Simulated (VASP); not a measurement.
Write the native input for VASP 6.6.1 that does the following.

```yaml
Task: single point
Functional: r2SCAN
Potentials_or_basis: VASP PAW PBE potentials, release 64 (Mo_sv, S)
Cutoff: 520 eV
k_mesh: 8 × 8 × 2
Occupations: gaussian, width 0.05 eV
Spin: collinear spin
Starting_moments: "[0.05, 0.05, 0.0, 0.0, 0.0, 0.0] μB"
Dipole_correction: no
Further_INCAR_settings: ALGO = Normal; EDIFF = 1e-06; NBANDS = 39
```

Crystal: MoS2.

```
CELL_PARAMETERS angstrom
3.17404 0.00000 0.00000
-1.58702 2.74880 0.00000
0.00000 0.00000 12.52830
ATOMIC_POSITIONS crystal
Mo 0.33333 0.66667 0.25000
Mo 0.66667 0.33333 0.75000
S 0.33333 0.66667 0.62598
S 0.66667 0.33333 0.12598
S 0.33333 0.66667 0.87402
S 0.66667 0.33333 0.37402
```

These files were run (other wordings do the same):

POSCAR

```
MoS2
1.0
    3.1740368716      0.0000000000      0.0000000000
   -1.5870184358      2.7487965634      0.0000000000
    0.0000000000      0.0000000000     12.5283015909
Mo S
2 4
Direct
    0.3333333333      0.6666666667      0.2500000000
    0.6666666667      0.3333333333      0.7500000000
    0.3333333333      0.6666666667      0.6259764922
    0.6666666667      0.3333333333      0.1259764922
    0.3333333333      0.6666666667      0.8740235078
    0.6666666667      0.3333333333      0.3740235078
```

INCAR.step1

```
SYSTEM = MoS2
  ALGO = Normal
  EDIFF = 1E-4
  ENCUT = 520
  GGA = PE
  ISMEAR = 0
  ISPIN = 2
  LASPH = .TRUE.
  LCHARG = .FALSE.
  LMAXMIX = 4
  LREAL = .FALSE.
  LWAVE = .TRUE.
  MAGMOM = 0.05 0.05 0 0 0 0
  NBANDS = 39
  NELM = 150
  PREC = Accurate
  SIGMA = 0.05
```

INCAR.step2

```
SYSTEM = MoS2
  ALGO = Normal
  EDIFF = 1E-6
  ENCUT = 520
  ISIF = 2
  ISMEAR = 0
  ISPIN = 2
  ISTART = 1
  LASPH = .TRUE.
  LCHARG = .FALSE.
  LMAXMIX = 4
  LMIXTAU = .TRUE.
  LORBIT = 11
  LREAL = .FALSE.
  LWAVE = .FALSE.
  MAGMOM = 0.05 0.05 0 0 0 0
  METAGGA = R2SCAN
  NBANDS = 39
  NELM = 150
  PREC = Accurate
  SIGMA = 0.05
```

KPOINTS

```
k-points
0
G
  8 8 2
  0 0 0
```

Potentials or basis: VASP PAW PBE potentials, release 64 (Mo_sv, S).

Run with:

```console
$ cat potpaw_PBE.64/Mo_sv/POTCAR potpaw_PBE.64/S/POTCAR > POTCAR
$ cp INCAR.step1 INCAR
$ mpirun -np 1 vasp_std > vasp.out
$ cp INCAR.step2 INCAR
$ mpirun -np 1 vasp_std > vasp.out
```

It gave:

* Pressure: 1.2 GPa
* Band gap on the k mesh: 1.19 eV (least direct gap 2.05 eV)
* Net moment: 0.00 μB per cell
* Valence electrons inside the program's atomic spheres: Mo 12.42; S 3.72

Caveat: the PAW data sets were made with another functional, which shifts forces and pressure a little.

Run time: 14 min on 1 thread of Oxide Virtual Turin-like Processor, on a shared host, peak memory 0.31 GiB.
